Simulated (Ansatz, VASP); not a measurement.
**WC: VASP beside Ansatz**

```
W C
1.0
     0.00000    2.19268    2.19268
     2.19268    0.00000    2.19268
     2.19268    2.19268    0.00000
W C
1 1
Direct
  0.00000 0.00000 0.00000
  0.50000 0.50000 0.50000
```

Alike in both runs: task relaxation of cell and atoms; functional LDA; k mesh 11 × 11 × 11; no spin polarisation.

```csv
,VASP,Ansatz
version,VASP 6.6.1,Ansatz 0.2.0
potentials or method,"VASP PAW LDA potentials, release 64 (W_sv, C)","plane waves, PAW"
plane-wave cutoff (eV),600,420
occupations,"gaussian, width 0.1 eV",gaussian
valence electrons in the cell,18,18
```

|  | VASP | Ansatz | Ansatz less VASP |
| --- | --- | --- | --- |
| relaxed volume (Å³/atom) | 10.16 | 10.10 | -0.058 |
| relaxed cell length with the largest relative difference (Å) | 3.063 | 3.057 | -0.0058 |

LDA's correlation is that of Perdew and Zunger in VASP and of Perdew and Wang (1992) in Ansatz.

Neither program's run includes spin-orbit coupling. Noted on VASP's run: too few bands were computed for a metal, which touches its energy and stress.
